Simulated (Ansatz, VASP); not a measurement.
**Two plane-wave programs on CaF**

INCAR

```
SYSTEM = CaF
PREC = Accurate
ENCUT = 600
EDIFF = 1E-6
ISMEAR = 0
SIGMA = 0.1
LREAL = .FALSE.
LASPH = .TRUE.
NELM = 200
ALGO = Normal
ISIF = 2
LWAVE = .FALSE.
LCHARG = .FALSE.
ISPIN = 2
MAGMOM = 0 1
LORBIT = 11
GGA = PE
NBANDS = 20
GGA_COMPAT = .FALSE.
```

KPOINTS

```
regular mesh
0
G
  6 6 6
  0 0 0
```

POSCAR

```
CaF
1.0
    0.0000000000      2.6405748037      2.6405748037
    2.6405748037      0.0000000000      2.6405748037
    2.6405748037      2.6405748037      0.0000000000
Ca F
1 1
Direct
    0.0000000000      0.0000000000      0.0000000000
    0.5000000000      0.5000000000      0.5000000000
```

Input for Ansatz:

```yaml
crystal:
  lattice:
    - [0.0, 2.6405748037, 2.6405748037]
    - [2.6405748037, 0.0, 2.6405748037]
    - [2.6405748037, 2.6405748037, 0.0]
  atoms:
    - { symbol: Ca, position: [0.0, 0.0, 0.0] }
    - { symbol: F, position: [0.5, 0.5, 0.5], spin: 1.0 }
basis:
  ecutwfc: 420
kpoints:
  mp_grid: { grid: [6, 6, 6] }
hamiltonian:
  xc: pbe
scf:
  occupations: { method: gaussian, width: 0.1 }
  lower_state_search: "off"
output:
  forces: true
  stress: true
  eigenvalues: true
  populations: true
magnetization:
  spin_polarized: true
```

Change from the starting cell: species swapped into the BaO type (Fm-3m, No. 225).

Alike in both runs: task single point; functional PBE; k mesh 6 × 6 × 6; occupations gaussian, width 0.1 eV; collinear spin.

```csv
,VASP,Ansatz
version,VASP 6.6.1,Ansatz 0.2.0
potentials or method,"VASP PAW PBE potentials, release 64 (Ca_sv, F), cutoff 600 eV","scalar-relativistic, plane waves, PAW"
valence electrons in the cell,17,17
```

|  | VASP | Ansatz | Ansatz less VASP |
| --- | --- | --- | --- |
| gap on the k mesh at the Fermi level (eV) | none | none | - |
| pressure (GPa) | 0.2 | 0.2 | +0.05 |
| net moment per atom (μB) | 0.00 | 0.00 | 0.000 |

A gap of «none» marks a metal or a gap that the smearing closes. Ansatz's warnings: seeded moment not kept.
